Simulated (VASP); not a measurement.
Write the native input for VASP 6.6.1 that does the following.

| Quantity | Value |
| --- | --- |
| Task | single point |
| Functional | RPBE |
| Potentials or basis | VASP PAW PBE potentials, release 64 (Ni) |
| Cutoff | 520 eV |
| k mesh | 22 × 22 × 22 |
| Occupations | fermi-dirac, width 0.1 eV |
| Spin | no spin polarisation |
| Dipole correction | no |
| Further INCAR settings | ALGO = Normal; EDIFF = 1e-06; NBANDS = 11 |

The structure of Ni lies in POSCAR:

```
Ni
1.0
    2.3828464560      0.0000000000      0.0000000000
    0.0000000000      2.3828464560      0.0000000000
    0.0000000000      0.0000000000      2.3828464560
Ni
1
Direct
    0.0000000000      0.0000000000      0.0000000000
```

This isn't the form of Ni at room conditions, which is fcc.

The input as run:

INCAR

```
ALGO     = Normal         # electronic algorithm
EDIFF    = 1E-6           # SCF threshold, eV
ENCUT    = 520            # plane-wave cutoff, eV
GGA      = RP             # functional
ISIF     = 2              # what is computed and relaxed
ISMEAR   = -1             # smearing method
LASPH    = True           # aspherical terms in the spheres
LCHARG   = False          # write CHGCAR
LREAL    = False          # projectors in reciprocal space
LWAVE    = False          # write WAVECAR
NBANDS   = 11             # bands
NELM     = 100            # most SCF steps
PREC     = Accurate       # precision mode
SIGMA    = 0.1            # smearing width, eV
```

KPOINTS

```
k-points
0
Gamma
  22 22 22
```

Potentials or basis: VASP PAW PBE potentials, release 64 (Ni).

Command:

```bash
$ cat potpaw_PBE.64/Ni/POTCAR > POTCAR
$ mpirun -np 1 vasp_std > vasp.out
```

Results of the run:

```json
{
 "Pressure": "-4.5 GPa",
 "Band gap on the k mesh": "zero (bands 5 and 6 overlap by 1.12 eV)"
}
```

Caveat: the cell stands under tension; the PAW data sets were made with another functional, which shifts forces and pressure a little; the run has no spin polarisation, though such a crystal can be magnetic.

Wall time 40 s on 1 thread of Intel Xeon 8259CL, on a shared host, peak memory 0.16 GiB.
